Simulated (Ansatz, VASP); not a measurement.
# Two plane-wave programs on Hf

```
Hf
1.0
     3.20461    0.00000    0.00000
    -1.60231    2.77528    0.00000
     0.00000    0.00000    5.06847
Hf
2
Direct
  0.33333 0.66667 0.25000
  0.66667 0.33333 0.75000
```

Alike in both runs: functional PBE; k mesh 18 × 18 × 8; occupations gaussian, width 0.1 eV; no spin polarisation.

Ansatz relaxed the structure, and its values are those at the end. VASP's run is a single point on that final structure, the one shown.

|  | VASP | Ansatz |
| --- | --- | --- |
| version | VASP 6.6.1 | Ansatz 0.2.0 |
| potentials or method | VASP PAW PBE potentials, release 64 (Hf_pv), cutoff 520 eV | scalar-relativistic, plane waves, PAW |
| valence electrons in the cell | 20 | 52 |

```tsv
	VASP	Ansatz	Ansatz less VASP
gap on the k mesh at the Fermi level (eV)	none	none	-
pressure (GPa)	-0.4	0.0	+0.33
```

A gap of «none» marks a metal or a gap that the smearing closes. VASP's potentials hold 20 valence electrons a cell and Ansatz's 52, so a difference there can come from the potentials and not from the codes.

Neither program's run includes spin-orbit coupling.
